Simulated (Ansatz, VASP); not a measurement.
## As2F: VASP beside Ansatz

```
As F
1.0
     3.07653    0.00000    0.00000
    -1.53827    2.66436    0.00000
     0.00000    0.00000   11.96645
As F
4 2
Direct
  0.33333 0.66667 0.62750
  0.66667 0.33333 0.12750
  0.33333 0.66667 0.87250
  0.66667 0.33333 0.37250
  0.33333 0.66667 0.25000
  0.66667 0.33333 0.75000
```

Alike in both runs: task relaxation of cell and atoms; functional PBE; k mesh 6 × 6 × 2; occupations gaussian, width 0.1 eV; no spin polarisation.

|  | VASP | Ansatz |
| --- | --- | --- |
| version | VASP 6.6.1 | Ansatz 0.2.0 |
| potentials or method | VASP PAW PBE potentials, release 64 (As, F), cutoff 600 eV | scalar-relativistic, plane waves, PAW |
| valence electrons in the cell | 34 | 74 |

|  | VASP | Ansatz | Ansatz less VASP |
| --- | --- | --- | --- |
| gap on the k mesh at the Fermi level, each at its own relaxed structure (eV) | none | none | - |
| relaxed volume (Å³/atom) | 16.22 | 16.23 | +0.006 |
| relaxed length of the cell vector where the two differ most in proportion (Å) | 11.984 | 11.994 | +0.0099 |

A gap of «none» marks a metal or a gap that the smearing closes. VASP's potentials hold 34 valence electrons a cell and Ansatz's 74, so a difference there can come from the potentials and not from the codes.

The k mesh is coarse, so the values compare programs but aren't converged.
